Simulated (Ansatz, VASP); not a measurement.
# One calculation of Ni, two programs

```xyz
1
Lattice="2.4487 0.0000 0.0000 1.2244 2.1207 0.0000 1.2244 0.7069 1.9994" Properties=species:S:1:pos:R:3 pbc="T T T"
Ni    0.0000    0.0000    0.0000
```

Alike in both runs: functional revPBE; dispersion D3(BJ); k mesh 14 × 14 × 14; collinear spin.

Ansatz relaxed the structure, and its values are those at the end. VASP's run is a single point on that final structure, the one shown.

|  | VASP | Ansatz |
| --- | --- | --- |
| version | VASP 6.6.1 | Ansatz 0.2.0 |
| potentials or method | VASP PAW PBE potentials, release 64 (Ni), cutoff 520 eV | plane waves, PAW |
| occupations | methfessel-paxton of order 1, width 0.3 eV | cold, width 0.3 eV |
| valence electrons in the cell | 10 | 18 |

VASP gave:

| Quantity | Value |
| --- | --- |
| gap on the k mesh at the Fermi level (eV) | none |
| pressure (GPa) | -0.2 |
| net moment per atom (μB) | 0.59 |
| size of the moment on the site where the two differ most (μB) | 0.60 |

Q: What did Ansatz give for the same quantities?

A: gap on the k mesh at the Fermi level (eV): none; pressure (GPa): 0.0; net moment per atom (μB): 0.64; size of the moment on the site where the two differ most (μB): 0.68.

VASP's potentials were made for PBE, not for revPBE. Site moments also hang on the region over which each program counts them. A gap of «none» marks a metal or a gap that the smearing closes. VASP's potentials hold 10 valence electrons a cell and Ansatz's 18, so a difference there can come from the potentials and not from the codes.
